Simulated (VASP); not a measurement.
Crystal: FeGe.

```
Ge Fe
1.0
     5.03070    0.00000    0.00000
    -2.51535    4.35671    0.00000
     0.00000    0.00000    4.14302
Ge Fe
3 3
Cartesian
  2.5154 1.4522 2.0715
  0.0000 2.9045 2.0715
  0.0000 0.0000 0.0000
  -1.2577 2.1784 0.0000
  1.2577 2.1784 0.0000
  2.5154 0.0000 0.0000
```

This cell differs from its parent crystal: volume scaled by 1.02.

Base run:

```yaml
Program: VASP 6.6.1
Functional: PBEsol
Potentials_or_basis: VASP PAW PBE potentials, release 64 (Ge_d, Fe)
Cutoff: 520 eV
k_mesh: 6 × 6 × 7
Occupations: fermi-dirac, width 0.05 eV
Spin: collinear spin, ferromagnetic start
Starting_moments: "[0.0, 0.0, 0.0, 3.0, 3.0, 3.0] μB"
```

Its results: pressure -12.2 GPa; net moment 4.34 μB per cell; site moments Ge -0.06, -0.09; Fe +1.53 μB.

Q: The run is repeated on the same cell with these changes: functional from PBEsol to PBE; further incar settings from ALGO = Normal; EDIFF = 1e-07; NBANDS = 46 to ALGO = Normal; EDIFF = 1e-06; NBANDS = 46. What comes out?

A: Pressure -6.3 GPa; net moment 4.41 μB per cell; site moments Ge -0.06, -0.09; Fe +1.56 μB.

Caveats: the PAW data sets were made with another functional, which shifts forces and pressure a little (some runs).
